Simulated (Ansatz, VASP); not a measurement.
## One calculation of Si2Mo, two programs

```
CELL_PARAMETERS angstrom
4.49186 0.00000 0.00000
-2.24593 3.89007 0.00000
0.00000 0.00000 6.44544
ATOMIC_POSITIONS crystal
Si 0.16387 0.83613 0.83333
Si 0.32775 0.16387 0.16667
Si 0.83613 0.67225 0.50000
Si 0.83613 0.16387 0.83333
Si 0.67225 0.83613 0.16667
Si 0.16387 0.32775 0.50000
Mo 0.50000 0.00000 0.50000
Mo 0.00000 0.50000 0.16667
Mo 0.50000 0.50000 0.83333
```

Alike in both runs: task single point; functional PBE; k mesh 9 × 9 × 6; occupations gaussian, width 0.05 eV; no spin polarisation.

|  | VASP | Ansatz |
| --- | --- | --- |
| version | VASP 6.6.1 | Ansatz 0.2.0 |
| potentials or method | VASP PAW PBE potentials, release 64 (Si, Mo_sv), cutoff 520 eV | scalar-relativistic, plane waves, PAW |
| valence electrons in the cell | 66 | 66 |

|  | VASP | Ansatz | Ansatz less VASP |
| --- | --- | --- | --- |
| gap on the k mesh at the Fermi level (eV) | 0.16 | 0.16 | +0.004 |
| pressure (GPa) | 19.5 | 19.3 | -0.21 |
| traceless stress, the component that is largest in VASP (GPa) | 0.76 | 0.78 | +0.018 |
| rms of the force components (eV/Å) | 0.008 | 0.005 | -0.0029 |

Atom by atom the forces differ by 0.003 eV/Å (rms over components).
